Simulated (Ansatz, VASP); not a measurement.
# Two plane-wave programs on OsO3F2

The input INCAR:

```
SYSTEM = OsO3F2
ALGO     = Normal         ! electronic algorithm
EDIFF    = 1E-6           ! SCF threshold, eV
ENCUT    = 520            ! plane-wave cutoff, eV
GGA      = PE             ! functional
ISIF     = 2              ! what is computed and relaxed
ISMEAR   = 0              ! smearing method
LASPH    = .TRUE.         ! aspherical terms in the spheres
LCHARG   = .TRUE.         ! write CHGCAR
LELF     = .TRUE.         ! ELF
LREAL    = .FALSE.        ! projectors in reciprocal space
LVHAR    = .TRUE.       
LWAVE    = .FALSE.        ! write WAVECAR
NBANDS   = 29             ! bands
NELM     = 80             ! most SCF steps
PREC     = Accurate       ! precision mode
SIGMA    = 0.01           ! smearing width, eV
```

Contents of KPOINTS:

```
k-points
0
G
  1 1 1
  0 0 0
```

POSCAR

```
OsO3F2
1.0
   11.5600000000      0.0000000000      0.0000000000
    0.0000000000     12.7700000000      0.0000000000
    0.0000000000      0.0000000000     11.9500000000
Os O F
1 3 2
Direct
    0.4631029400      0.5000853600      0.4999489500
    0.3892733600      0.5000853600      0.6233288700
    0.3892733600      0.5000853600      0.3765690400
    0.6104809700      0.5000853600      0.4999489500
    0.4631764700      0.6477830900      0.4999489500
    0.4631764700      0.3523884100      0.4999489500
```

Input for Ansatz:

```yaml
crystal:
  lattice:
    - [11.56, 0.0, 0.0]
    - [0.0, 12.77, 0.0]
    - [0.0, 0.0, 11.95]
  atoms:
    - { symbol: Os, position: [0.46310294, 0.50008536, 0.49994895] }
    - { symbol: O, position: [0.38927336, 0.50008536, 0.62332887] }
    - { symbol: O, position: [0.38927336, 0.50008536, 0.37656904] }
    - { symbol: O, position: [0.61048097, 0.50008536, 0.49994895] }
    - { symbol: F, position: [0.46317647, 0.64778309, 0.49994895] }
    - { symbol: F, position: [0.46317647, 0.35238841, 0.49994895] }
basis:
  ecutwfc: 420
  ecutrho_ratio: 4
kpoints:
  mp_grid: { grid: [1, 1, 1] }
hamiltonian:
  xc: pbe
scf:
  occupations: { method: gaussian, width: 0.01 }
output:
  forces: true
  eigenvalues: true
  populations: true
```

Alike in both runs: task single point; functional PBE; k mesh 1 × 1 × 1; occupations gaussian, width 0.01 eV; no spin polarisation.

```csv
,VASP,Ansatz
version,VASP 6.6.1,Ansatz 0.2.0
potentials or method,"VASP PAW PBE potentials, release 64 (Os, O, F), cutoff 520 eV","scalar-relativistic, plane waves, PAW"
valence electrons in the cell,40,48
```

VASP gave:

| Item | Value |
| --- | --- |
| gap on the k mesh at the Fermi level (eV) | 3.09 |
| rms of the force components (eV/Å) | 0.528 |

**Question.** Estimate Ansatz's values.

**Answer.** gap on the k mesh at the Fermi level (eV): 3.16; rms of the force components (eV/Å): 0.172.

Atom by atom the forces differ by 0.358 eV/Å (rms over components). One of these differences is far larger than is usual between the two programs; its cause wasn't traced. VASP's potentials hold 40 valence electrons a cell and Ansatz's 48, so a difference there can come from the potentials and not from the codes. Ansatz's warnings: structure snapped to symmetry.

Neither program's run includes spin-orbit coupling.
